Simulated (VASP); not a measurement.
Here is a VASP 6.6.1 calculation.

File INCAR:

```
SYSTEM = Si
PREC = Accurate ; ENCUT = 520
EDIFF = 1E-7 ; ISMEAR = 0
SIGMA = 0.02 ; LREAL = Auto
LASPH = .TRUE. ; NELM = 150
ALGO = Normal ; ISIF = 2
LWAVE = .FALSE. ; LCHARG = .FALSE.
ISPIN = 2 ; MAGMOM = 0 0 0 0 0 0 0 0 0 0 0 0 0 0 0 0.5 0 0 0 0 0 0.5 0 0.5 0 0 0 0.5 0 0 0
LORBIT = 11 ; GGA = PS
NELECT = 122.0 ; NBANDS = 87
```

Contents of KPOINTS:

```
Automatic mesh
0
G
  3 3 3
  0 0 0
```

The input POSCAR:

```
Si
1.0
   -5.4338341026      5.4338341026     -5.4338341026
    5.4338341026     -5.4338341026     -5.4338341026
   -5.4338341026     -5.4338341026      5.4338341026
Si
31
Direct
    0.7545061253      0.5000000000      0.0025531510
    0.5000000000      0.5000000000      0.2500000000
    0.2525531510      0.2545061253      0.7500000000
    0.2525531510      0.5000000000      0.5045061253
    0.0000000000      0.2545061253      0.0025531510
    0.7474468490      0.2474468490      0.2519529743
    0.5000000000      0.0000000000      0.7500000000
    0.5019529743      0.2474468490      0.4974468490
    0.2454938747     -0.0019529743     -0.0045061253
    0.0000000000      0.0000000000      0.2500000000
    0.7545061253      0.7525531510      0.7500000000
    0.7474468490      0.0019529743      0.4974468490
    0.4980470257      0.7454938747     -0.0045061253
    0.2454938747      0.7454938747      0.2480470257
    0.0000000000      0.7525531510      0.5045061253
    0.2554737616      0.7554737616      0.0054737616
    0.0000000000      0.7499020478      0.2514609724
    0.7500979522      0.7515589247      0.5000979522
    0.5014609724      0.5000000000     -0.0000979522
    0.5014609724      0.7499020478      0.7500000000
    0.2499020478      0.5000000000      0.2514609724
    0.0000000000      0.5000000000      0.4945262384
    0.7500979522      0.2500979522      0.0015589247
    0.7445262384      0.5000000000      0.7500000000
    0.4985390276      0.2484410753      0.2485390276
    0.2515589247      0.2500979522      0.5000979522
    0.0000000000      0.0014609724     -0.0000979522
    0.0000000000      0.2445262384      0.7500000000
    0.7484410753     -0.0014609724      0.2485390276
    0.4985390276     -0.0014609724      0.4984410753
    0.2499020478      0.0014609724      0.7500000000
```

Potentials or basis: VASP PAW PBE potentials, release 64 (Si).

The run is started by

```sh
$ cat potpaw_PBE.64/Si/POTCAR > POTCAR
$ mpirun -np 1 vasp_std > vasp.out
```

(1) What does it give for the largest force?

(2) Predict the net moment.

Answers

(1) 0.005 eV/Å.

(2) 0.00 μB per cell.

Caveat: the cell carries a net charge on a neutralising background, which shifts energy and pressure; the cell differs from its parent crystal (atoms taken out, then relaxed in part); the PAW data sets were made with another functional, which shifts forces and pressure a little.
